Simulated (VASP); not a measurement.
# GaN (P6_3/mmc) in VASP: a series of runs, part 2 of 2

VASP 6.6.1. Earlier steps stand in the parts before.

## (3) Single point, PBEsol

Input file INCAR:

```
PREC     = Accurate       # precision mode
ENCUT    = 600            # plane-wave cutoff, eV
EDIFF    = 1E-6           # SCF threshold, eV
ISMEAR   = 0              # smearing method
SIGMA    = 0.01           # smearing width, eV
LREAL    = F              # projectors in reciprocal space
LASPH    = T              # aspherical terms in the spheres
NELM     = 120            # most SCF steps
ALGO     = Normal         # electronic algorithm
ISIF     = 2              # what is computed and relaxed
LWAVE    = F              # write WAVECAR
LCHARG   = F              # write CHGCAR
GGA      = PS             # functional
NBANDS   = 26             # bands
GGA_COMPAT= F
```

Input file KPOINTS:

```
Automatic mesh
0
Gamma
  6 6 4
```

Input file POSCAR:

```
GaN
1.0
    3.3000346668      0.0000000000      0.0000000000
   -1.6500173334      2.8579138548      0.0000000000
    0.0000000000      0.0000000000      4.7558752377
Ga N
2 2
Direct
    0.3333333333      0.6666666667      0.2500000000
    0.6666666667      0.3333333333      0.7500000000
    0.6666666667      0.3333333333      0.2500000000
    0.3333333333      0.6666666667      0.7500000000
```

Potentials or basis: VASP PAW PBE potentials, release 64 (Ga_d, N).

On the command line:

```
$ cat potpaw_PBE.64/Ga_d/POTCAR potpaw_PBE.64/N/POTCAR > POTCAR
$ mpirun -np 1 vasp_std > vasp.out
```

OUTCAR:

```text
PREC = Accurate
   ENCUT = 600
   EDIFF = 1E-6
   ISMEAR = 0
   LREAL = F
   LASPH = T
   NELM = 120
   ISIF = 2
   GGA = PS

 ion  position               nearest neighbor table
   1  0.333  0.667  0.250-   3 1.91   3 1.91   3 1.91
   2  0.667  0.333  0.750-   4 1.91   4 1.91   4 1.91
   3  0.667  0.333  0.250-   1 1.91   1 1.91   1 1.91
   4  0.333  0.667  0.750-   2 1.91   2 1.91   2 1.91

  LATTYP: Found a hexagonal cell.
 ALAT       =     3.3000346668
 C/A-ratio  =     1.4411591749

  Lattice vectors:

 A1 = (   3.3000346668,   0.0000000000,   0.0000000000)
 A2 = (  -1.6500173334,   2.8579138548,   0.0000000000)
 A3 = (   0.0000000000,   0.0000000000,   4.7558752377)

Analysis of symmetry for initial positions (statically):
=====================================================================
 Subroutine PRICEL returns:
 Original cell was already a primitive cell.

 Routine SETGRP: Setting up the symmetry group for a
 hexagonal supercell.

 Subroutine GETGRP returns: Found 24 space group operations
 (whereof 12 operations were pure point group operations)
[... 165 lines left out ...]
  energy without entropy =      -25.33311177  energy(sigma->0) =      -25.33311177

 E-fermi :   6.0665     XC(G=0): -12.0288

 val. band max:        6.0071013807   @ k =   0.0000   0.0000   0.0000
 cond. band min:       7.4192159511   @ k =   0.0000   0.0000   0.0000
 fundamental gap:      1.4121145705
 Fermi energy:         6.0665098838

 k-point     1 :       0.0000    0.0000    0.0000
  band No.  band energies     occupation
      1     -10.7291      2.00000
      2      -9.7614      2.00000
      3      -8.1522      2.00000
      4      -8.1522      2.00000
      5      -8.1435      2.00000
      6      -8.1435      2.00000
[... 598 lines left out ...]
     25      18.0232      0.00000
     26      18.0232      0.00000

------------------------ aborting loop because EDIFF is reached ----------------------------------------

  FORCE on cell =-STRESS in cart. coord.  units (eV):
  Direction    XX          YY          ZZ          XY          YZ          ZX
  --------------------------------------------------------------------------------------
  -------------------------------------------------------------------------------------
  Total       -0.0560020     -0.0560020     -0.1118896      0.0000000     -0.0000000      0.0000000
  in kB       -2.0003968     -2.0003968     -3.9967071      0.0000000     -0.0000000      0.0000000
  external PRESSURE =      -2.6658336 kB  Pullay stress =       0.0000000 kB

 VOLUME and BASIS-vectors are now :
 -----------------------------------------------------------------------------
  energy-cutoff  :      600.00
  volume of cell :       44.85
      direct lattice vectors                 reciprocal lattice vectors
     3.300034667  0.000000000  0.000000000     0.303027120  0.174952789  0.000000000
    -1.650017333  2.857913855  0.000000000     0.000000000  0.349905578  0.000000000
     0.000000000  0.000000000  4.755875238     0.000000000  0.000000000  0.210266239

 POSITION                                       TOTAL-FORCE (eV/Angst)
 -----------------------------------------------------------------------------------
     -0.00000      1.90528      1.18897        -0.000000     -0.000000      0.000000
      1.65002      0.95264      3.56691         0.000000      0.000000      0.000000
      1.65002      0.95264      1.18897        -0.000000      0.000000     -0.000000
     -0.00000      1.90528      3.56691         0.000000     -0.000000     -0.000000
 -----------------------------------------------------------------------------------
    total drift:                                0.000000     -0.000000      0.000000

  FREE ENERGIE OF THE ION-ELECTRON SYSTEM (eV)
  ---------------------------------------------------
  free  energy   TOTEN  =       -25.3331117682 eV

  energy  without entropy=      -25.3331117682  energy(sigma->0) =      -25.33311177
```

OSZICAR:

```text
N       E                     dE             d eps       ncg     rms          rms(c)
DAV:   1     0.293633757886E+03    0.29363E+03   -0.19548E+04  1190   0.278E+03
DAV:   2     0.846153390302E+01   -0.28517E+03   -0.26898E+03  1196   0.519E+02
DAV:   3    -0.277965872559E+02   -0.36258E+02   -0.35760E+02  1310   0.150E+02
DAV:   4    -0.291183887448E+02   -0.13218E+01   -0.13162E+01  1272   0.303E+01
[... 12 lines left out ...]
DAV:  17    -0.253331163375E+02    0.75416E-05   -0.57393E-06  1220   0.206E-02    0.450E-02
DAV:  18    -0.253331148064E+02    0.15311E-05   -0.21053E-06   748   0.934E-03    0.344E-02
DAV:  19    -0.253331133321E+02    0.14743E-05   -0.97727E-07   762   0.921E-03    0.244E-02
DAV:  20    -0.253331119721E+02    0.13601E-05   -0.18786E-06   932   0.143E-02    0.896E-03
DAV:  21    -0.253331117682E+02    0.20390E-06   -0.10171E-06   744   0.676E-03
   1 F= -.25333112E+02 E0= -.25333112E+02  d E =-.184163E-19
```

It took 95 s on 1 thread of AMD EPYC 7R13, shared host; peak memory 0.16 GiB.

Results:

```yaml
Free_energy: -25.3331 eV
Pressure: -0.3 GPa
Band_gap_on_the_k_mesh: 1.41 eV
```

Stress tensor (GPa, compression positive):
```
-0.20  0.00  0.00
 0.00 -0.20  0.00
 0.00  0.00 -0.40
```

Levels at points of the mesh, in eV from the valence-band top:
| k point | band 16 | band 17 | band 18 | band 19 | band 20 | band 21 |
| --- | --- | --- | --- | --- | --- | --- |
| (0.00, 0.00, 0.00) | -0.94 | -0.94 | 0.00 | 1.41 | 1.99 | 8.19 |
| (0.50, 0.00, 0.00) | -4.04 | -2.19 | -1.98 | 3.18 | 4.97 | 6.49 |
| (0.00, 0.00, 0.50) | -1.53 | -1.53 | -1.53 | 3.51 | 3.51 | 7.77 |
| (0.50, 0.00, 0.50) | -3.19 | -1.20 | -1.20 | 4.21 | 4.21 | 6.18 |

Caveat: the PAW data sets were made with another functional, which shifts forces and pressure a little.

## (4) Single point, PBEsol+D4

Input file INCAR:

```
SYSTEM = GaN
PREC = Accurate
ENCUT = 600
EDIFF = 1E-6
ISMEAR = 0
SIGMA = 0.01
LREAL = .False.
LASPH = .True.
NELM = 120
ALGO = Normal
ISIF = 2
LWAVE = .False.
LCHARG = .True.
GGA = PS
IVDW = 13
LELF = .True.
LVHAR = .True.
NBANDS = 26
GGA_COMPAT = .False.
```

Input file KPOINTS:

```
Automatic mesh
0
Gamma
  6 6 4
  0 0 0
```

POSCAR is that of step 3.

On the command line:

```
$ cat potpaw_PBE.64/Ga_d/POTCAR potpaw_PBE.64/N/POTCAR > POTCAR
$ mpirun -np 1 vasp_std > vasp.out
```

It took 97 s on 1 thread of AMD EPYC 7R13, shared host; peak memory 0.16 GiB.

It converged, with:

| Property | Result |
| --- | --- |
| Free energy | -26.2623 eV |
| Pressure | -3.4 GPa |
| Band gap on the k mesh | 1.41 eV |
| Dispersion energy per atom | -0.232 eV |

Stress tensor (GPa, compression positive):
```
-3.52  0.00  0.00
 0.00 -3.52  0.00
 0.00  0.00 -3.20
```

Levels at points of the mesh, in eV from the valence-band top:
| k point | band 16 | band 17 | band 18 | band 19 | band 20 | band 21 |
| --- | --- | --- | --- | --- | --- | --- |
| (0.00, 0.00, 0.00) | -0.94 | -0.94 | 0.00 | 1.41 | 1.99 | 8.19 |
| (0.50, 0.00, 0.00) | -4.04 | -2.19 | -1.98 | 3.18 | 4.97 | 6.49 |
| (0.00, 0.00, 0.50) | -1.53 | -1.53 | -1.53 | 3.51 | 3.51 | 7.77 |
| (0.50, 0.00, 0.50) | -3.19 | -1.20 | -1.20 | 4.21 | 4.21 | 6.18 |

Caveat: the cell stands under tension; the PAW data sets were made with another functional, which shifts forces and pressure a little.

## (5) Single point, HSE06

POSCAR is that of step 4.

Input file INCAR.step1:

```
PREC = Accurate
ENCUT = 520
EDIFF = 1E-5
ISMEAR = -1
SIGMA = 0.05
LREAL = F
LASPH = T
NELM = 60
ALGO = Normal
ISIF = 2
LWAVE = T
LCHARG = F
GGA = PE
NBANDS = 26
```

Input file INCAR.step2:

```
PREC = Accurate
ENCUT = 520
EDIFF = 1E-6
ISMEAR = -1
SIGMA = 0.05
LREAL = F
LASPH = T
NELM = 60
ALGO = Normal
ISIF = 2
LWAVE = F
LCHARG = F
GGA = PE
LHFCALC = T
HFSCREEN = 0.2079
PRECFOCK = Normal
ISTART = 1
NBANDS = 26
```

Input file KPOINTS:

```
Automatic mesh
0
Gamma
  6 6 2
```

On the command line:

```
$ cat potpaw_PBE.64/Ga_d/POTCAR potpaw_PBE.64/N/POTCAR > POTCAR
$ cp INCAR.step1 INCAR
$ mpirun -np 1 vasp_std > vasp.out
$ cp INCAR.step2 INCAR
$ mpirun -np 1 vasp_std > vasp.out
```

Wall time 90 min (1 thread of Intel Xeon 8259CL, shared host); peak memory 0.3 GiB.

It converged, with:

| Property | Result |
| --- | --- |
| Free energy | -28.5317 eV |
| Pressure | -0.3 GPa |
| Band gap on the k mesh | 2.69 eV |

Stress tensor (GPa, compression positive):
```
-0.55  0.00  0.00
 0.00 -0.55  0.00
 0.00  0.00  0.34
```

Levels at points of the mesh, in eV from the valence-band top:
| k point | band 14 | band 15 | band 16 | band 17 | band 18 | band 19 | band 20 | band 21 | band 22 | band 23 |
| --- | --- | --- | --- | --- | --- | --- | --- | --- | --- | --- |
| (0.00, 0.00, 0.00) | -2.28 | -2.28 | -0.98 | -0.98 | 0.00 | 2.69 | 3.46 | 9.75 | 9.75 | 11.40 |
| (0.50, 0.00, 0.00) | -6.35 | -4.34 | -4.30 | -2.29 | -2.12 | 4.57 | 6.48 | 7.89 | 9.86 | 11.50 |
| (0.00, 0.00, 0.50) | -3.70 | -1.63 | -1.63 | -1.63 | -1.63 | 4.97 | 4.97 | 9.45 | 9.45 | 10.19 |
| (0.50, 0.00, 0.50) | -8.00 | -3.37 | -3.37 | -1.29 | -1.29 | 5.56 | 5.56 | 7.76 | 7.76 | 11.06 |

Caveat: the k points lie up to 0.66 Å⁻¹ apart; the PAW data sets were made with another functional, which shifts forces and pressure a little.

## (6) Overview

```tsv
level	k mesh	cutoff (eV)	smearing	grid for exact exchange (PRECFOCK)	share of exact exchange	screening parameter	gap on the mesh (eV)	pressure (GPa)
PBEsol	6 × 6 × 4	600	methfessel-paxton 0.05 eV	-	-	-	1.41	-0.3
PBEsol	6 × 6 × 4	600	gaussian 0.01 eV	-	-	-	1.41	-0.3
PBEsol+D4	6 × 6 × 4	600	gaussian 0.01 eV	-	-	-	1.41	-3.4
HSE06	6 × 6 × 2	520	fermi-dirac 0.05 eV	Normal	0.25	0.2079 1/Å	2.69	-0.3
```

Alike in all rows: task single point; potentials or basis VASP PAW PBE potentials, release 64 (Ga_d, N); no spin polarisation; cell as given.

Caveats: some runs use coarse meshes; the PAW data sets were made with another functional, which shifts forces and pressure a little; the cell stands under tension (at least some runs).

Total energies depend on the potentials used, so only differences within one code and one set of settings carry meaning.
